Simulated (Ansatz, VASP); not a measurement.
ZrB in VASP and in Ansatz

```
Zr B
1.0
     0.00000    2.32500    2.32500
     2.32500    0.00000    2.32500
     2.32500    2.32500    0.00000
Zr B
1 1
Direct
  0.00000 0.00000 0.00000
  0.50000 0.50000 0.50000
```

Alike in both runs: task single point; functional LDA; k mesh 20 × 20 × 20; occupations gaussian, width 0.15 eV; no spin polarisation.

|  | VASP | Ansatz |
| --- | --- | --- |
| version | VASP 6.6.1 | Ansatz 0.2.0 |
| potentials or method | VASP PAW LDA potentials, release 64 (Zr_sv, B), cutoff 520 eV | scalar-relativistic, plane waves, PAW |
| valence electrons in the cell | 15 | 15 |

```csv
,VASP,Ansatz,Ansatz less VASP
gap on the k mesh at the Fermi level (eV),none,none,-
pressure (GPa),25.8,25.3,-0.47
```

LDA's correlation is that of Perdew and Zunger in VASP and of Perdew and Wang (1992) in Ansatz. A gap of «none» marks a metal or a gap that the smearing closes.
